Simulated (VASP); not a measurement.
# Ca (I4/mmm) in VASP: a series of runs

The runs below take Ca through single point, with PBEsol.

Program: VASP 6.6.1. These are calculated values, not measurements. Logs are shortened: lines on timing, memory, paths and dates and some standing lists are left out, and cuts for length are marked.

## (1) The cell of the first run

It takes space group I4/mmm (No. 139, tetragonal). Conventional cell: a = 4.122 Å, b = 4.122 Å, c = 4.480 Å, α = 90.00°, β = 90.00°, γ = 90.00°. Within 4.8 Å of Ca (site symmetry 4/mmm) lie 14 Ca at 3.68 to 4.48 Å.

## (2) Single point, PBEsol (strain -0.080 along x and y, +0.000 along z)

The input, INCAR:

```
  PREC = Accurate
  ENCUT = 520
  EDIFF = 1E-6
  ISMEAR = 0
  SIGMA = 0.15
  LREAL = False
  LASPH = True
  NELM = 100
  ALGO = Fast
  ISIF = 2
  LWAVE = False
  LCHARG = False
  GGA = PS
  NBANDS = 11
```

The input, KPOINTS:

```
Automatic mesh
0
Gamma
  16 16 16
```

The input, POSCAR:

```
Ca
1.0
   -2.0608000000      2.0608000000      2.2400000000
    2.0608000000     -2.0608000000      2.2400000000
    2.0608000000      2.0608000000     -2.2400000000
Ca
1
Direct
    0.0000000000      0.0000000000      0.0000000000
```

Potentials or basis: VASP PAW PBE potentials, release 64 (Ca_sv).

Launch:

```sh
cat potpaw_PBE.64/Ca_sv/POTCAR > POTCAR
mpirun -np 1 vasp_std > vasp.out
```

OUTCAR:

```text
PREC = Accurate
   ENCUT = 520
   EDIFF = 1E-6
   ISMEAR = 0
   LREAL = False
   LASPH = True
   NELM = 100
   ISIF = 2
   GGA = PS

 ion  position               nearest neighbor table
   1  0.000  0.000  0.000-

  LATTYP: Found a body centered tetragonal cell.
 ALAT       =     4.1216000000
 C/A-ratio  =     1.0869565217

  Lattice vectors:

 A1 = (  -2.0608000000,   2.0608000000,   2.2400000000)
 A2 = (   2.0608000000,  -2.0608000000,   2.2400000000)
 A3 = (   2.0608000000,   2.0608000000,  -2.2400000000)

Analysis of symmetry for initial positions (statically):
=====================================================================
 Subroutine PRICEL returns:
 Original cell was already a primitive cell.

 Routine SETGRP: Setting up the symmetry group for a
 body centered tetragonal supercell.

 Subroutine GETGRP returns: Found 16 space group operations
 (whereof 16 operations were pure point group operations)
 out of a pool of 16 trial point group operations.

The static configuration has the point symmetry D_4h.

Analysis of symmetry for dynamics (positions and initial velocities):
=====================================================================
 Subroutine PRICEL returns:
 Original cell was already a primitive cell.

 Routine SETGRP: Setting up the symmetry group for a
 body centered tetragonal supercell.

 Subroutine GETGRP returns: Found 16 space group operations
 (whereof 16 operations were pure point group operations)
 out of a pool of 16 trial point group operations.

The dynamic configuration has the point symmetry D_4h.

 Subroutine INISYM returns: Found 16 space group operations
 (whereof 16 operations are pure point group operations),
 and found     1 'primitive' translations

----------------------------------------------------------------------------------------

                                     Primitive cell

  volume of cell :      38.0522

  direct lattice vectors                    reciprocal lattice vectors
    -2.060800000  2.060800000  2.240000000     0.000000000  0.242624224  0.223214286
     2.060800000 -2.060800000  2.240000000     0.242624224  0.000000000  0.223214286
     2.060800000  2.060800000 -2.240000000     0.242624224  0.242624224  0.000000000

  length of vectors
     3.675784716  3.675784716  3.675784716     0.329683380  0.329683380  0.343122468

  position of ions in fractional coordinates (direct lattice)
     0.000000000  0.000000000  0.000000000

  ion indices of the primitive-cell ions
   primitive index   ion index
                 1           1

[... 81 lines left out ...]
   PSTRESS=    0.0 pullay stress
   NELECT =      10.0000    total number of electrons
   NUPDOWN=      -1.0000    fix difference up-down
   EMIN   =  10.00;   EMAX   =-10.00  energy-range for DOS
   EFERMI =   0.00;   METHOD = LEGACY
   ISMEAR =     0;   SIGMA  =   0.15  broadening in eV -4-tet -1-fermi 0-gaus
   EFERMI_NEDOS =   21; number of points for ismear=-14 and -15
   IALGO  =     68    algorithm
   IMIX   =      4    mixing-type and parameters
     AMIX     =   0.40;   BMIX     =  1.00
     AMIX_MAG =   1.60;   BMIX_MAG =  1.00
  volume/ion in A,a.u.               =      38.05       256.79
  Fermi-wavevector in a.u.,A,eV,Ry     =   1.048612  1.981590 14.960799  1.099588
  Thomas-Fermi vector in A             =   2.183541
   LORBIT       =      0    0 simple, 1 ext, 2 COOP (PROOUT), +10 PAW based schemes
   GGA     = PS    functional components
   LHFCALC =     F    Hartree Fock is set to
   AEXX    =    0.0000 exact exchange contribution
   IVDW    =     0    specifies the selected vdW correction
   LEPSILON=     F    determine dielectric tensor
   LRPA    =     F    only Hartree local field effects (RPA)
 non-spin polarized calculation
 RMM-DIIS sequential band-by-band and
 Gauss-broadening in eV      SIGMA  =   0.15
  energy-cutoff  :      520.00
  volume of cell :       38.05
 maximum number of plane-waves:      1044
   NGX = 13   NGY = 13   NGZ = 13

 number of electron      10.0000000 magnetization

 Free energy of the ion-electron system (eV)
  ---------------------------------------------------
  ext. energy  EPLUGINS =         0.00000000
  ---------------------------------------------------
  free energy    TOTEN  =        -2.11894788 eV

  energy without entropy =       -2.10353702  energy(sigma->0) =       -2.11124245

 E-fermi :   2.3572     XC(G=0):  -8.1437

 val. band max:        2.3565908174   @ k =  -0.0625   0.5000   0.0625
 cond. band min:       2.3599779982   @ k =  -0.1875  -0.4375   0.0625
 fundamental gap:      0.0033871808
 Fermi energy:         2.3571592556

 k-point     1 :       0.0000    0.0000    0.0000
  band No.  band energies     occupation
      1     -39.2766      2.00000
      2     -20.2547      2.00000
      3     -20.2547      2.00000
      4     -20.2409      2.00000
      5      -1.9007      2.00000
      6       4.6800      0.00000
      7       4.6800      0.00000
      8       5.0762      0.00000
      9       5.6909      0.00000
     10       6.1962      0.00000
     11      12.5866      0.00000
[... 309 lines left out ...]
 k-point    24 :      -0.0625    0.0625    0.0000
  band No.  band energies     occupation
      1     -39.2756      2.00000
      2     -20.2627      2.00000
      3     -20.2551      2.00000
      4     -20.2438      2.00000
      5      -1.8186      2.00000
      6       4.6166      0.00000
      7       4.7414      0.00000
      8       5.0371      0.00000
      9       5.7030      0.00000
     10       6.1357      0.00000
     11      12.7057      0.00000

 [... further k-points ...]

------------------------ aborting loop because EDIFF is reached ----------------------------------------

  FORCE on cell =-STRESS in cart. coord.  units (eV):
  Direction    XX          YY          ZZ          XY          YZ          ZX
  --------------------------------------------------------------------------------------
  -------------------------------------------------------------------------------------
  Total        0.2689385      0.2689385      0.3047088      0.0000000      0.0000000     -0.0000000
  in kB       11.3235823     11.3235823     12.8296817      0.0000000      0.0000000     -0.0000000
  external PRESSURE =      11.8256155 kB  Pullay stress =       0.0000000 kB

 VOLUME and BASIS-vectors are now :
 -----------------------------------------------------------------------------
  energy-cutoff  :      520.00
  volume of cell :       38.05
      direct lattice vectors                 reciprocal lattice vectors
    -2.060800000  2.060800000  2.240000000     0.000000000  0.242624224  0.223214286
     2.060800000 -2.060800000  2.240000000     0.242624224  0.000000000  0.223214286
     2.060800000  2.060800000 -2.240000000     0.242624224  0.242624224  0.000000000

 POSITION                                       TOTAL-FORCE (eV/Angst)
 -----------------------------------------------------------------------------------
      0.00000      0.00000      0.00000         0.000000     -0.000000      0.000000
 -----------------------------------------------------------------------------------
    total drift:                               -0.000000     -0.000000     -0.000000

  FREE ENERGIE OF THE ION-ELECTRON SYSTEM (eV)
  ---------------------------------------------------
  free  energy   TOTEN  =        -2.1189478752 eV

  energy  without entropy=       -2.1035370190  energy(sigma->0) =       -2.11124245
```

It took 1.8 min on 1 thread of Intel Xeon Platinum 8259CL at 2.50GHz (Skylake/Cascade Lake), shared host; peak memory 0.26 GiB.

Results:

```
Free energy            : -2.1189 eV
Pressure               : 1.2 GPa
Band gap on the k mesh : zero (band 5 reaches 2.63 eV, above the bottom of band 6 at 2.33 eV)
```

Caveat: the cell differs from its parent crystal (strain -0.080 along x and y, +0.000 along z); the PAW data sets were made with another functional, which shifts forces and pressure a little.

## (3) Single point, PBEsol (strain -0.080 along x and y, +0.040 along z)

INCAR: that of step 2 with these lines changed.

```diff
@@ -7,3 +7,3 @@
   LASPH = True
-  NELM = 100
+  NELM = 80
   ALGO = Fast
```

The input, KPOINTS:

```
regular mesh
0
Gamma
  16 16 16
```

The input, POSCAR:

```
Ca
1.0
   -2.0608000000      2.0608000000      2.3296000000
    2.0608000000     -2.0608000000      2.3296000000
    2.0608000000      2.0608000000     -2.3296000000
Ca
1
Direct
    0.0000000000      0.0000000000      0.0000000000
```

Potentials or basis: VASP PAW PBE potentials, release 64 (Ca_sv).

Launch:

```sh
cat potpaw_PBE.64/Ca_sv/POTCAR > POTCAR
mpirun -np 1 vasp_std > vasp.out
```

Wall time 1.7 min (1 thread of Intel Xeon Platinum 8259CL at 2.50GHz (Skylake/Cascade Lake), shared host); peak memory 0.27 GiB.

It converged, with:

```yaml
Free_energy: -2.1283 eV
Pressure: 0.4 GPa
Band_gap_on_the_k_mesh: zero (band 5 reaches 2.44 eV, above the bottom of band 6 at 2.12 eV)
```

Stress tensor (GPa, compression positive):
```
0.35 0.00 0.00
0.00 0.35 0.00
0.00 0.00 0.63
```

Levels at points of the mesh, in eV from the Fermi level:
```tsv
k point	band 2	band 3	band 4	band 5	band 6	band 7	band 8	band 9
(0.00, 0.00, 0.00)	-22.71	-22.71	-22.69	-4.18	2.25	2.25	2.79	3.12
(0.50, 0.00, 0.00)	-22.88	-22.76	-22.70	-1.01	-0.06	1.63	3.03	3.92
(0.50, 0.50, 0.00)	-22.88	-22.76	-22.72	-0.79	0.36	0.92	3.88	4.04
(0.50, 0.50, 0.50)	-22.85	-22.82	-22.82	-0.18	0.14	2.90	4.31	4.46
```

Caveat: the cell differs from its parent crystal (strain -0.080 along x and y, +0.040 along z); the PAW data sets were made with another functional, which shifts forces and pressure a little.

## (4) Single point, PBEsol (strain -0.080 along x and y, +0.080 along z)

The input, INCAR:

```
SYSTEM = Ca
  PREC = Accurate
  ENCUT = 520
  EDIFF = 1E-6
  ISMEAR = 0
  SIGMA = 0.15
  LREAL = .FALSE.
  LASPH = .TRUE.
  NELM = 100
  ALGO = Fast
  ISIF = 2
  LWAVE = .FALSE.
  LCHARG = .TRUE.
  GGA = PS
  LELF = .TRUE.
  LVHAR = .TRUE.
  NBANDS = 11
```

The input, KPOINTS:

```
regular mesh
0
G
  16 16 16
  0 0 0
```

The input, POSCAR:

```
Ca
1.0
   -2.0608000000      2.0608000000      2.4192000000
    2.0608000000     -2.0608000000      2.4192000000
    2.0608000000      2.0608000000     -2.4192000000
Ca
1
Direct
    0.0000000000      0.0000000000      0.0000000000
```

Launch:

```sh
cat potpaw_PBE.64/Ca_sv/POTCAR > POTCAR
mpirun -np 1 vasp_std > vasp.out
```

It took 2.1 min on 1 thread of Intel Xeon Platinum 8259CL at 2.50GHz (Skylake/Cascade Lake), shared host; peak memory 0.28 GiB.

Results (log left out):

| Item | Value |
| --- | --- |
| Free energy | -2.1314 eV |
| Pressure | -0.2 GPa |
| Band gap on the k mesh | zero (band 5 reaches 2.27 eV, above the bottom of band 6 at 1.91 eV) |

Stress tensor (GPa, compression positive):
```
-0.34  0.00  0.00
 0.00 -0.34  0.00
 0.00  0.00  0.00
```

Levels at points of the mesh, in eV from the Fermi level:
```tsv
k point	band 2	band 3	band 4	band 5	band 6	band 7	band 8	band 9
(0.00, 0.00, 0.00)	-22.80	-22.80	-22.78	-4.10	2.20	2.20	2.86	2.93
(0.50, 0.00, 0.00)	-22.95	-22.84	-22.79	-1.00	-0.11	1.71	2.82	3.87
(0.50, 0.50, 0.00)	-22.95	-22.85	-22.81	-0.71	0.43	0.83	3.88	3.99
(0.50, 0.50, 0.50)	-22.92	-22.89	-22.89	-0.18	0.24	2.44	4.17	4.34
```

Caveat: the cell differs from its parent crystal (strain -0.080 along x and y, +0.080 along z); the PAW data sets were made with another functional, which shifts forces and pressure a little.

[end of part 1 of 2]
